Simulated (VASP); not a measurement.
H21O10F, 32 atoms in the cell. The cell holds a disordered packing, 32 atoms: a = 7.572 Å, b = 7.572 Å, c = 7.572 Å, α = 90.00°, β = 90.00°, γ = 90.00°. 

- Program: VASP 6.6.1
- Task: single point
- Functional: r2SCAN
- Dispersion: D3(BJ)
- Potentials or basis: VASP PAW PBE potentials, release 64 (O_h, H_h, F_h)
- Cutoff: 1110 eV
- k mesh: 1 × 1 × 1
- Occupations: fermi-dirac, width 0.05 eV
- Spin: no spin polarisation
- Dipole correction: no
- Further INCAR settings: LREAL = Auto; ALGO = Normal; EDIFF = 1e-06; NBANDS = 66

Potentials or basis: VASP PAW PBE potentials, release 64 (O_h, H_h, F_h).

Launch:

```bash
$ cat potpaw_PBE.64/O_h/POTCAR potpaw_PBE.64/H_h/POTCAR potpaw_PBE.64/F_h/POTCAR > POTCAR
$ cp INCAR.step1 INCAR
$ mpirun -np 1 vasp_gam > vasp.out
$ cp INCAR.step2 INCAR
$ mpirun -np 1 vasp_gam > vasp.out
```

Hardware: 1 thread of Intel(R) Xeon(R) Platinum 8259CL CPU @ 2.50GHz (Skylake/Cascade Lake), on a shared host.

**Question.** Estimate the wall time of this run.

**Answer.** It took 11 min on 1 thread of Intel(R) Xeon(R) Platinum 8259CL CPU @ 2.50GHz (Skylake/Cascade Lake), on a shared host, peak memory 1.2 GiB. Counts: k points 1.
